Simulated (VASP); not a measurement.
Si2Ni, 9 atoms in the cell. The structure is trigonal, space group P-3m1 (No. 164). Conventional cell: a = 3.851 Å, b = 3.851 Å, c = 10.184 Å, α = 90.00°, β = 90.00°, γ = 120.00°. Within 3.1 Å of Si (site symmetry 3m) lie 4 Ni at 2.36 Å and 6 Si at 2.72 Å. Within 3.3 Å of Si (site symmetry 3m) lie 4 Ni at 2.36 to 3.11 Å and 6 Si at 2.72 to 3.22 Å. Si (site symmetry 3m) has 4 Ni at 2.36 Å and 6 Si at 2.72 Å within 3.1 Å. Within 3.2 Å of Ni (site symmetry 3m) lie 8 Si at 2.36 to 3.11 Å. Within 3.1 Å of Ni (site symmetry -3m) lie 8 Si at 2.36 Å.  This cell differs from its parent crystal: the distance across one plane changed.

| Property | Result |
| --- | --- |
| Program | VASP 6.6.1 |
| Task | single point |
| Functional | PBE |
| Potentials or basis | VASP PAW PBE potentials, release 64 (Si, Ni) |
| Cutoff | 520 eV |
| k mesh | 14 × 14 × 5 |
| Occupations | gaussian, width 0.15 eV |
| Spin | no spin polarisation |
| Dipole correction | no |
| Further INCAR settings | ALGO = Normal; EDIFF = 1e-06; NBANDS = 37 |

Potentials or basis: VASP PAW PBE potentials, release 64 (Si, Ni).

The run is started by

```bash
$ cat potpaw_PBE.64/Si/POTCAR potpaw_PBE.64/Ni/POTCAR > POTCAR
$ mpirun -np 1 vasp_std > vasp.out
```

Hardware: 1 thread of Intel(R) Xeon(R) 6975P-C (Granite Rapids) (shared host).

Question: Estimate the wall time of this run.

Answer: It took 5.8 min on 1 thread of Intel(R) Xeon(R) 6975P-C (Granite Rapids) (shared host), peak memory 0.5 GiB. Counts: scf iterations 18, k points 104.
